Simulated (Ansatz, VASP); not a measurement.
## One calculation of NaH, two programs

```xyz
2
Lattice="2.9940 0.0000 0.0000 0.0000 2.9940 0.0000 0.0000 0.0000 2.9940" Properties=species:S:1:pos:R:3 pbc="T T T"
Na    0.0000    0.0000    0.0000
H     1.4970    1.4970    1.4970
```

Alike in both runs: task single point; functional PBE; k mesh 6 × 6 × 6; no spin polarisation.

```csv
,VASP,Ansatz
version,VASP 6.6.1,Ansatz 0.2.0
potentials or method,"VASP PAW PBE potentials, release 64 (Na_pv, H), cutoff 520 eV","plane waves, PAW"
occupations,"gaussian, width 0.01 eV",fixed
valence electrons in the cell,8,10
```

|  | VASP | Ansatz | Ansatz less VASP |
| --- | --- | --- | --- |
| pressure (GPa) | -0.7 | -0.7 | +0.07 |

VASP's potentials hold 8 valence electrons a cell and Ansatz's 10, so a difference there can come from the potentials and not from the codes.
